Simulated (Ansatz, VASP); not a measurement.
# MgO: VASP beside Ansatz

POSCAR

```
MgO
1.0
    3.4629787849      0.0000000000      0.0000000000
   -1.7314893925      2.9990276847      0.0000000000
    0.0000000000      0.0000000000      4.1499996115
Mg O
2 2
Direct
    0.6666666667      0.3333333333      0.7500000000
    0.3333333333      0.6666666667      0.2500000000
    0.6666666667      0.3333333333      0.2500000000
    0.3333333333      0.6666666667      0.7500000000
```

File INCAR.step1:

```
SYSTEM = MgO
PREC = Accurate ; ENCUT = 660
ISMEAR = 0 ; SIGMA = 0.01
LREAL = .False. ; LASPH = .True.
NELM = 120 ; NBANDS = 24
GGA = PE ; ALGO = Normal
EDIFF = 1E-5 ; LWAVE = .True.
LCHARG = .False. ; GGA_COMPAT = .False.
```

INCAR.step2

```
SYSTEM = MgO
PREC = Accurate ; ENCUT = 660
EDIFF = 1E-6 ; ISMEAR = 0
SIGMA = 0.01 ; LREAL = .False.
LASPH = .True. ; NELM = 120
ALGO = Normal ; ISIF = 2
LWAVE = .False. ; LCHARG = .True.
METAGGA = R2SCAN ; LMIXTAU = .True.
LELF = .True. ; LVHAR = .True.
NBANDS = 24 ; ISTART = 1
GGA_COMPAT = .False.
```

Contents of KPOINTS:

```
Automatic mesh
0
Gamma
  6 6 6
  0 0 0
```

Input for Ansatz:

```yaml
crystal:
  lattice:
    - [3.462978784900938, 0.0, 0.0]
    - [-1.731489392450469, 2.999027684726419, 0.0]
    - [0.0, 0.0, 4.149999611472508]
  atoms:
    - { symbol: Mg, position: [0.6666666666666666, 0.3333333333333333, 0.75] }
    - { symbol: Mg, position: [0.3333333333333333, 0.6666666666666666, 0.25] }
    - { symbol: O, position: [0.6666666666666666, 0.3333333333333333, 0.25] }
    - { symbol: O, position: [0.3333333333333333, 0.6666666666666666, 0.75] }
basis:
  ecutwfc: 530.0
kpoints:
  mp_grid:
    grid: [6, 6, 6]
hamiltonian:
  xc: r2scan
scf:
  occupations:
    method: fixed
output:
  stress: true
```

Alike in both runs: task single point; functional r2SCAN; k mesh 6 × 6 × 6; no spin polarisation.

```csv
,VASP,Ansatz
version,VASP 6.6.1,Ansatz 0.2.0
potentials or method,"VASP PAW PBE potentials, release 64 (Mg_sv, O), cutoff 660 eV","plane waves, PAW"
occupations,"gaussian, width 0.01 eV",fixed
valence electrons in the cell,32,32
```

```tsv
	VASP	Ansatz	Ansatz less VASP
pressure (GPa)	2.8	3.0	+0.17
traceless stress, the component that is largest in VASP (GPa)	0.52	0.46	-0.061
```

VASP's potentials were made for PBE, not for r2SCAN.
